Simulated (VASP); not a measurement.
# AlAs (F-43m) in VASP: settings compared, part 2 of 2

VASP 6.6.1. The steps go on from the part before.

## (4) Relaxation of cell and atoms, PBEsol

This run uses another cell than the first one, of 23.50 Å³/atom, 1.027 times its volume.

INCAR reads:

```
PREC = Accurate
ENCUT = 500
EDIFF = 1E-7
ISMEAR = -1
SIGMA = 0.02
LREAL = False
LASPH = True
NELM = 120
ALGO = Normal
ISIF = 3
LWAVE = False
LCHARG = False
GGA = PS
IBRION = 2
NSW = 80
EDIFFG = -0.005
GGA_COMPAT = False
NELMIN = 4
```

KPOINTS reads:

```
regular mesh
0
Gamma
  8 8 8
```

POSCAR reads:

```
AlAs
1.0
    0.0000000000      2.8641573724      2.8641573724
    2.8641573724      0.0000000000      2.8641573724
    2.8641573724      2.8641573724      0.0000000000
Al As
1 1
Direct
    0.0000000000      0.0000000000      0.0000000000
    0.2500000000      0.2500000000      0.2500000000
```

Command:

```console
$ cat potpaw_PBE.64/Al/POTCAR potpaw_PBE.64/As/POTCAR > POTCAR
$ mpirun -np 1 vasp_std > vasp.out
```

It took 13 s on 1 thread of Intel Xeon 6975P-C (Granite Rapids), shared host; peak memory 0.17 GiB.

Results (log left out):

| Quantity | Value |
| --- | --- |
| Free energy | -10.0649 eV |
| Relaxed volume | 22.93 Å³/atom |
| Relaxed cell | a = 4.018 Å, b = 4.018 Å, c = 4.018 Å, α = 60.00°, β = 60.00°, γ = 60.00° |
| Space group after relaxing (to 0.05 Å) | F-43m (No. 216) |
| Energy gained by relaxing | 3.1 meV/atom |
| Ionic steps | 3 |
| Pressure after relaxing | 0.0 GPa |
| Band gap on the k mesh | 1.34 eV, indirect (least direct gap 1.89 eV) |

Step by step:
| step | energy change (eV) | largest force (eV/Å) | pressure (GPa) | volume (Å³) |
| --- | --- | --- | --- | --- |
| 1 | 0.0000 | 0.0000 | -1.68 | 46.99 |
| 2 | -0.0047 | 0.0000 | 0.85 | 45.34 |
| 3 | -0.0061 | 0.0000 | 0.00 | 45.85 |

Final structure:
```
Al As
1.0
     0.00000    2.84085    2.84085
     2.84085    0.00000    2.84085
     2.84085    2.84085    0.00000
Al As
1 1
Direct
  0.00000 0.00000 0.00000
  0.25000 0.25000 0.25000
```

Levels at points of the mesh, in eV from the valence-band top:
| k point | band 2 | band 3 | band 4 | band 5 | band 6 | band 7 |
| --- | --- | --- | --- | --- | --- | --- |
| (0.00, 0.00, 0.00) | 0.00 | 0.00 | 0.00 | 1.89 | 4.24 | 4.24 |
| (0.50, 0.00, 0.00) | -5.55 | -0.82 | -0.82 | 2.04 | 4.62 | 4.62 |
| (0.50, 0.50, 0.00) | -5.40 | -2.16 | -2.16 | 1.34 | 2.22 | 10.20 |

Caveat: the PAW data sets were made with another functional, which shifts forces and pressure a little. Expect the measured gap to be larger: semilocal functionals such as PBEsol lack the derivative discontinuity.

## (5) Relaxation of cell and atoms, LDA

This run uses another cell than the first one, of 23.50 Å³/atom, 1.027 times its volume.

INCAR reads:

```
SYSTEM = AlAs
PREC = Accurate ; ENCUT = 500
EDIFF = 1E-7 ; ISMEAR = -1
SIGMA = 0.02 ; LREAL = .False.
LASPH = .True. ; NELM = 120
ALGO = Normal ; ISIF = 3
LWAVE = .False. ; LCHARG = .False.
GGA = CA ; IBRION = 2
NSW = 80 ; EDIFFG = -0.005
GGA_COMPAT = .False. ; NELMIN = 4
```

KPOINTS reads:

```
regular mesh
0
Gamma
  8 8 8
  0 0 0
```

POSCAR is that of step 4.

Potentials or basis: VASP PAW LDA potentials, release 64 (Al, As).

Command:

```console
$ cat potpaw_LDA.64/Al/POTCAR potpaw_LDA.64/As/POTCAR > POTCAR
$ mpirun -np 1 vasp_std > vasp.out
```

OUTCAR:

```text
SYSTEM = AlAs
   PREC = Accurate
   ENCUT = 500
   EDIFF = 1E-7
   ISMEAR = -1
   LREAL = .False.
   LASPH = .True.
   NELM = 120
   ISIF = 3
   GGA = CA
   IBRION = 2
   NSW = 80
   EDIFFG = -0.005
   NELMIN = 4

 ion  position               nearest neighbor table
   1  0.000  0.000  0.000-   2 2.48   2 2.48   2 2.48   2 2.48
   2  0.250  0.250  0.250-   1 2.48   1 2.48   1 2.48   1 2.48

  LATTYP: Found a face centered cubic cell.
 ALAT       =     5.7283147448

  Lattice vectors:

 A1 = (   0.0000000000,   2.8641573724,   2.8641573724)
 A2 = (   2.8641573724,   0.0000000000,   2.8641573724)
 A3 = (   2.8641573724,   2.8641573724,   0.0000000000)

Analysis of symmetry for initial positions (statically):
=====================================================================
 Subroutine PRICEL returns:
 Original cell was already a primitive cell.

 Routine SETGRP: Setting up the symmetry group for a
 face centered cubic supercell.

 Subroutine GETGRP returns: Found 24 space group operations
 (whereof 24 operations were pure point group operations)
 out of a pool of 48 trial point group operations.

The static configuration has the point symmetry T_d .

Analysis of symmetry for dynamics (positions and initial velocities):
=====================================================================
 Subroutine PRICEL returns:
 Original cell was already a primitive cell.

 Routine SETGRP: Setting up the symmetry group for a
 face centered cubic supercell.

 Subroutine GETGRP returns: Found 24 space group operations
 (whereof 24 operations were pure point group operations)
 out of a pool of 48 trial point group operations.

The dynamic configuration has the point symmetry T_d .

 Subroutine INISYM returns: Found 24 space group operations
 (whereof 24 operations are pure point group operations),
 and found     1 'primitive' translations

----------------------------------------------------------------------------------------

                                     Primitive cell

  volume of cell :      46.9916
[... 94 lines left out ...]
   NFREE  =      1    steps in history (QN), initial steepest desc. (CG)
   ISIF   =      3    stress and relaxation
   ISYM   =      2    0-nonsym 1-usesym 2-fastsym
   POTIM  = 0.5000    time-step for ionic-motion
   TEBEG  =    0.0;   TEEND  =   0.0 temperature during run
   PSTRESS=    0.0 pullay stress
   NELECT =       8.0000    total number of electrons
   NUPDOWN=      -1.0000    fix difference up-down
   EMIN   =  10.00;   EMAX   =-10.00  energy-range for DOS
   EFERMI =   0.00;   METHOD = LEGACY
   ISMEAR =    -1;   SIGMA  =   0.02  broadening in eV -4-tet -1-fermi 0-gaus
   EFERMI_NEDOS =   21; number of points for ismear=-14 and -15
   IALGO  =     38    algorithm
   IMIX   =      4    mixing-type and parameters
     AMIX     =   0.40;   BMIX     =  1.00
     AMIX_MAG =   1.60;   BMIX_MAG =  1.00
  volume/ion in A,a.u.               =      23.50       158.56
  Fermi-wavevector in a.u.,A,eV,Ry     =   0.907329  1.714603 11.200932  0.823245
  Thomas-Fermi vector in A             =   2.031123
   LORBIT       =      0    0 simple, 1 ext, 2 COOP (PROOUT), +10 PAW based schemes
   GGA     = CA    functional components
   LHFCALC =     F    Hartree Fock is set to
   AEXX    =    0.0000 exact exchange contribution
   IVDW    =     0    specifies the selected vdW correction
   LEPSILON=     F    determine dielectric tensor
   LRPA    =     F    only Hartree local field effects (RPA)
 conjugate gradient relaxation of ions
 non-spin polarized calculation
  energy-cutoff  :      500.00
  volume of cell :       46.99
 maximum number of plane-waves:      1243
 NGX is ok and might be reduce to    30
   NGX = 15   NGY = 15   NGZ = 15

--------------------------------------- Ionic step        1  -------------------------------------------

 number of electron       7.9999999 magnetization

 Free energy of the ion-electron system (eV)
  ---------------------------------------------------
  ext. energy  EPLUGINS =         0.00000000
  ---------------------------------------------------
  free energy    TOTEN  =       -10.49090698 eV

  energy without entropy =      -10.49090698  energy(sigma->0) =      -10.49090698

 E-fermi :   3.8648     XC(G=0):  -9.1449

 val. band max:        3.4814578141   @ k =   0.0000   0.0000   0.0000
 cond. band min:       4.8768508182   @ k =   0.5000   0.5000   0.0000
 fundamental gap:      1.3953930042
 Fermi energy:         3.8648447031

 k-point     1 :       0.0000    0.0000    0.0000
  band No.  band energies     occupation
      1      -8.2190      2.00000
      2       3.4815      2.00000
      3       3.4815      2.00000
      4       3.4815      2.00000
      5       5.0875      0.00000
      6       7.6669      0.00000
      7       7.6669      0.00000
      8       7.6669      0.00000
[... 324 lines left out ...]
--------------------------------------- Ionic step        3  -------------------------------------------

 number of electron       8.0000001 magnetization

 Free energy of the ion-electron system (eV)
  ---------------------------------------------------
  ext. energy  EPLUGINS =         0.00000000
  ---------------------------------------------------
  free energy    TOTEN  =       -10.51424917 eV

  energy without entropy =      -10.51424917  energy(sigma->0) =      -10.51424917

 E-fermi :   4.2797     XC(G=0):  -9.3252

 val. band max:        3.8881364902   @ k =   0.0000   0.0000   0.0000
 cond. band min:       5.2057861513   @ k =   0.5000   0.5000   0.0000
 fundamental gap:      1.3176496611
 Fermi energy:         4.2797185543

 k-point     1 :       0.0000    0.0000    0.0000
  band No.  band energies     occupation
      1      -8.0748      2.00000
      2       3.8881      2.00000
      3       3.8881      2.00000
      4       3.8881      2.00000
      5       5.8682      0.00000
      6       8.1545      0.00000
      7       8.1545      0.00000
      8       8.1545      0.00000
[... 282 lines left out ...]
  FREE ENERGIE OF THE ION-ELECTRON SYSTEM (eV)
  ---------------------------------------------------
  free  energy   TOTEN  =       -10.5142491740 eV

  energy  without entropy=      -10.5142491740  energy(sigma->0) =      -10.51424917

 reached required accuracy - stopping structural energy minimisation
```

Run time: 11 s. Hardware: 1 thread of Intel Xeon 6975P-C (Granite Rapids), shared host; peak memory 0.15 GiB.

What came out:

| Quantity | Value |
| --- | --- |
| Free energy | -10.5142 eV |
| Relaxed volume | 22.40 Å³/atom |
| Relaxed cell | a = 3.987 Å, b = 3.987 Å, c = 3.987 Å, α = 60.00°, β = 60.00°, γ = 60.00° |
| Space group after relaxing (to 0.05 Å) | F-43m (No. 216) |
| Energy gained by relaxing | 11.7 meV/atom |
| Ionic steps | 3 |
| Pressure after relaxing | 0.0 GPa |
| Band gap on the k mesh | 1.32 eV, indirect (least direct gap 1.98 eV) |

The path:
```
step  energy change (eV)  largest force (eV/Å)  pressure (GPa)  volume (Å³)
   1              0.0000                0.0000           -3.27        46.99
   2             -0.0179                0.0000            1.78        43.80
   3             -0.0233                0.0000           -0.01        44.80
```

Final structure:
```
CELL_PARAMETERS angstrom
0.00000 2.81888 2.81888
2.81888 0.00000 2.81888
2.81888 2.81888 0.00000
ATOMIC_POSITIONS crystal
Al 0.00000 0.00000 0.00000
As 0.25000 0.25000 0.25000
```

A k mesh can miss the band edges. As with any semilocal functional, this LDA gap is likely too small.

## (6) Overview

```tsv
task	level	potentials or basis	cell	cutoff (eV)	smearing	gap on the mesh (eV)	pressure (GPa)	relaxed volume (Å³/atom)
single point	r2SCAN	VASP PAW PBE potentials, release 64 (Al, As)	a = 4.015 Å, angles 60.0°, 2 atoms	550	fermi-dirac 0.02 eV	1.81	0.0	-
single point	r2SCAN	VASP PAW PBE potentials, release 64 (Al, As)	a = 4.015 Å, angles 60.0°, 2 atoms	550	gaussian 0.01 eV	1.81	0.0	-
relaxation of cell and atoms	PBEsol	VASP PAW PBE potentials, release 64 (Al, As)	relaxed from a = 4.051 Å, angles 60.0°, 2 atoms	500	fermi-dirac 0.02 eV	1.34	0.0	22.93
relaxation of cell and atoms	LDA	VASP PAW LDA potentials, release 64 (Al, As)	relaxed from a = 4.051 Å, angles 60.0°, 2 atoms	500	fermi-dirac 0.02 eV	1.32	0.0	22.40
```

Alike in all rows: no spin polarisation; k mesh 8 × 8 × 8.

Caveats: the PAW data sets were made with another functional, which shifts forces and pressure a little (some runs).

Total energies depend on the potentials used, so only differences within one code and one set of settings carry meaning.
